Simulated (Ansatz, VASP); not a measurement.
## BN: VASP beside Ansatz

```
B N
1.0
     4.33230    0.00000    0.00000
     0.00000    4.33230    0.00000
     0.00000    0.00000    2.84260
B N
4 4
Direct
  0.17413 0.82587 0.50000
  0.32587 0.32587 0.00000
  0.67413 0.67413 0.00000
  0.82587 0.17413 0.50000
  0.81239 0.81239 0.50000
  0.31239 0.68761 0.00000
  0.68761 0.31239 0.00000
  0.18761 0.18761 0.50000
```

Alike in both runs: task single point; functional PBEsol; k mesh 6 × 6 × 10; occupations gaussian, width 0.05 eV; no spin polarisation.

```csv
,VASP,Ansatz
version,VASP 6.6.1,Ansatz 0.2.0
potentials or method,"VASP PAW PBE potentials, release 64 (B, N), cutoff 520 eV","scalar-relativistic, plane waves, PAW"
valence electrons in the cell,32,32
```

|  | VASP | Ansatz | Ansatz less VASP |
| --- | --- | --- | --- |
| gap on the k mesh at the Fermi level (eV) | 3.62 | 3.63 | +0.003 |
| least direct gap on the mesh (eV) | 3.62 | 3.63 | +0.003 |
| pressure (GPa) | -23.7 | -24.1 | -0.44 |
| traceless stress, the component that is largest in VASP (GPa) | -56.39 | -55.96 | +0.428 |
| rms of the force components (eV/Å) | 0.340 | 0.321 | -0.0191 |

VASP's potentials were made for PBE, not for PBEsol, and Ansatz warns of the same on its side. Atom by atom the forces differ by 0.025 eV/Å (rms over components).
